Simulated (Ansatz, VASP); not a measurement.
**MnO in VASP and in Ansatz**

File INCAR:

```
SYSTEM = MnO
ALGO = Normal
EDIFF = 1E-6
ENCUT = 520
GGA = PE
ISIF = 2
ISMEAR = -1
ISPIN = 2
LASPH = .True.
LCHARG = .False.
LMAXMIX = 4
LORBIT = 11
LREAL = .False.
LWAVE = .False.
MAGMOM = 4 0
NBANDS = 20
NELM = 150
PREC = Accurate
SIGMA = 0.05
```

KPOINTS

```
k-points
0
Gamma
  9 9 9
  0 0 0
```

POSCAR

```
MnO
1.0
    0.0000000000      2.1349513947      2.2239077028
    2.1349513947      0.0000000000      2.2239077028
    2.1349513947      2.1349513947      0.0000000000
Mn O
1 1
Direct
    0.0000000000      0.0000000000      0.0000000000
    0.5000000000      0.5000000000      0.5000000000
```

The input input.yaml:

```yaml
crystal:
  lattice:
    - [0.0, 2.1349513947, 2.2239077028]
    - [2.1349513947, 0.0, 2.2239077028]
    - [2.1349513947, 2.1349513947, 0.0]
  atoms:
    - { symbol: Mn, position: [0.0, 0.0, 0.0], spin: 4.0 }
    - { symbol: O, position: [0.5, 0.5, 0.5] }
hamiltonian:
  xc: pbe
  pseudopotentials: { kind: paw }
magnetization:
  spin_polarized: true
kpoints:
  mp_grid: { grid: [9, 9, 9] }
  band_path:
    path:
      - [[0.0, 0.0, 0.0], [0.0, 0.5, 0.5], [-0.2304, 0.5, 0.2696], [-0.3652, 0.3652, 0.0], [0.0, 0.0, 0.0], [0.5, 0.5, 0.0], [0.3652, 0.6348, 0.0], [0.0, 0.5, 0.0], [0.25, 0.75, 0.5], [0.5, 0.7696, 0.2696], [0.5, 0.5, 0.0]]
      - [[0.0, 0.5, 0.5], [0.25, 0.75, 0.5]]
    npoints: 14
scf:
  occupations: { method: fermi_dirac, width: 0.05 }
  n_extra_bands: 6
output:
  forces: true
  stress: true
  eigenvalues: true
  fatbands: true
```

Alike in both runs: functional PBE; k mesh 9 × 9 × 9; occupations fermi-dirac, width 0.05 eV; collinear spin.

|  | VASP | Ansatz |
| --- | --- | --- |
| version | VASP 6.6.1 | Ansatz 0.2.0 |
| potentials or method | VASP PAW PBE potentials, release 64 (Mn_pv, O) | Ansatz PAW |
| plane-wave cutoff (eV) | 520 | 420 |
| valence electrons in the cell | 19 | 21 |
| task | single point | band structure |

|  | VASP | Ansatz | Ansatz less VASP |
| --- | --- | --- | --- |
| gap on the k mesh at the Fermi level (eV) | none | none | - |
| pressure (GPa) | 10.8 | 10.5 | -0.38 |
| traceless stress, the component that is largest in VASP (GPa) | -0.63 | -0.43 | +0.195 |
| net moment per atom (μB) | 2.28 | 2.28 | 0.000 |
| size of the moment on the site where the two differ most (μB) | 4.16 | 3.82 | -0.339 |

Site moments also hang on the region over which each program counts them. A gap of «none» marks a metal or a gap that the smearing closes. VASP's potentials hold 19 valence electrons a cell and Ansatz's 21, so a difference there can come from the potentials and not from the codes.
